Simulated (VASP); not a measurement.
Crystal: CdS (Hawleyite).

```xyz
2
Lattice="0.0000 2.9165 2.9165 2.9165 0.0000 2.9165 2.9165 2.9165 0.0000" Properties=species:S:1:pos:R:3 pbc="T T T"
Cd    0.0000    0.0000    0.0000
S     1.4583    1.4583    1.4583
```

| Item | Value |
| --- | --- |
| Program | VASP 6.6.1 |
| Task | relaxation of cell and atoms |
| Functional | PBE |
| Potentials or basis | VASP PAW PBE potentials, release 64 (Cd, S) |
| Cutoff | 600 eV |
| k mesh | 8 × 8 × 8 |
| Occupations | fermi-dirac, width 0.02 eV |
| Spin | no spin polarisation |

At the start: pressure 3.2 GPa; volume 24.81 Å³/atom.

**Question.** How do energy, volume and symmetry change on relaxing?

**Answer.** Over 3 steps the energy falls by 12.6 meV/atom and the volume is 26.15 Å³/atom (+5.4 %); space group F-43m (No. 216, to 0.05 Å).

Step by step:
| step | energy change (eV) | largest force (eV/Å) | pressure (GPa) | volume (Å³) |
| --- | --- | --- | --- | --- |
| 1 | 0.0000 | 0.0000 | 3.18 | 49.62 |
| 2 | -0.0226 | 0.0000 | -0.91 | 53.23 |
| 3 | -0.0253 | 0.0000 | 0.03 | 52.29 |

Final structure:
```
CELL_PARAMETERS angstrom
0.00000 2.96802 2.96802
2.96802 0.00000 2.96802
2.96802 2.96802 0.00000
ATOMIC_POSITIONS crystal
Cd 0.00000 0.00000 0.00000
S 0.25000 0.25000 0.25000
```
